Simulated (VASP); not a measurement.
Here is a VASP 6.6.1 calculation.

File INCAR:

```
PREC = Accurate ; ENCUT = 520
EDIFF = 1E-6 ; ISMEAR = 0
SIGMA = 0.05 ; LREAL = False
LASPH = True ; NELM = 100
ALGO = Normal ; ISIF = 2
LWAVE = False ; LCHARG = True
GGA = CA ; LELF = True
LVHAR = True ; NBANDS = 21
```

File KPOINTS:

```
regular mesh
0
Gamma
  8 8 8
```

POSCAR

```
PbF2
1.0
    0.0000000000      2.9698500000      2.9698500000
    2.9698500000      0.0000000000      2.9698500000
    2.9698500000      2.9698500000      0.0000000000
Pb F
1 2
Direct
    0.0000000000      0.0000000000      0.0000000000
    0.2920896678      0.2920896678      0.2079103322
    0.7920896678      0.7920896678      0.7079103322
```

Potentials or basis: VASP PAW LDA potentials, release 64 (Pb_d, F).

The run is started by

```sh
$ cat potpaw_LDA.64/Pb_d/POTCAR potpaw_LDA.64/F/POTCAR > POTCAR
$ mpirun -np 1 vasp_std > vasp.out
```

Task: What does it give for the largest force?

Result: 0.323 eV/Å.

Task: Predict the band gap on the k mesh.

Result: 4.16 eV (least direct gap 4.43 eV).

Forces in eV/Å, atoms in the order of the input:
```
Pb   0.000  0.000  0.323
F    0.000  0.000 -0.162
F    0.000  0.000 -0.162
```

Caveat: the cell differs from its parent crystal (all F atoms moved -0.250 Å, as atom 2 towards its neighbour atom 3 (F) at 2.970 Å); the cell stands under tension; spin-orbit coupling is left out, which moves the levels of the heavy elements. A k mesh can miss the band edges.
